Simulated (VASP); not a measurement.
## NaY: relaxation of cell and atoms with PBE

NaY:

```
Na Y
1.0
     3.52436    0.00000    0.00000
     0.00000    3.52436    0.00000
     0.00000    0.00000    3.52436
Na Y
1 1
Direct
  0.00000 0.00000 0.00000
  0.50000 0.50000 0.50000
```

The cell was built from a structure type or drawn by symmetry, and may not be a known phase.

| Quantity | Value |
| --- | --- |
| Program | VASP 6.6.1 |
| Task | relaxation of cell and atoms |
| Functional | PBE |
| Potentials or basis | VASP PAW PBE potentials, release 64 (Na_sv, Y_sv) |
| Cutoff | 970 eV |
| k mesh | 6 × 6 × 6 |
| Occupations | gaussian, width 0.1 eV |
| Spin | no spin polarisation |
| Dipole correction | no |
| Mended | yes |
| Further INCAR settings | ALGO = Normal; EDIFF = 1e-07; IBRION = 2; EDIFFG = -0.04; NSW = 90; ISIF = 3 |

```yaml
Relaxed_volume: 32.22 Å³/atom
Relaxed_cell: a = 4.009 Å, b = 4.009 Å, c = 4.009 Å, α = 90.00°, β = 90.00°, γ = 90.00°
Space_group_after_relaxing_to_0.1_Å: Pm-3m (No. 221)
Energy_gained_by_relaxing: 437.6 meV/atom
Ionic_steps: 4
Pressure_after_relaxing: 0.0 GPa
Band_gap_on_the_k_mesh: zero (bands 10 and 11 overlap by 0.48 eV)
```

Step by step:
```csv
step,energy change (eV),largest force (eV/Å),pressure (GPa),volume (Å³)
1,0.0000,0.0000,18.04,43.78
2,-0.8627,0.0000,1.33,61.32
3,-0.8721,0.0000,-0.60,65.99
4,-0.8751,0.0000,-0.01,64.43
```

Final structure:
```
Na Y
1.0
     4.00899    0.00000    0.00000
     0.00000    4.00899    0.00000
     0.00000    0.00000    4.00899
Na Y
1 1
Direct
  0.00000 0.00000 0.00000
  0.50000 0.50000 0.50000
```

Levels at points of the mesh, in eV from the Fermi level:
| k point | band 8 | band 9 | band 10 | band 11 | band 12 | band 13 |
| --- | --- | --- | --- | --- | --- | --- |
| (0.00, 0.00, 0.00) | -23.46 | -4.21 | -0.17 | -0.17 | 2.81 | 2.81 |
| (0.50, 0.00, 0.00) | -23.48 | -2.23 | -1.22 | 0.34 | 1.58 | 1.58 |
| (0.50, 0.50, 0.00) | -23.47 | -1.09 | -0.47 | 0.77 | 0.77 | 1.80 |
| (0.50, 0.50, 0.50) | -23.56 | -0.36 | -0.36 | -0.36 | 2.98 | 2.98 |

It took 2.3 min on 1 thread of Intel(R) Xeon(R) Platinum 8259CL CPU @ 2.50GHz (Skylake/Cascade Lake), with other jobs on the host, peak memory 0.25 GiB.

Caveat: the volume moved by over 15 % at a fixed basis, so the end points are rough.
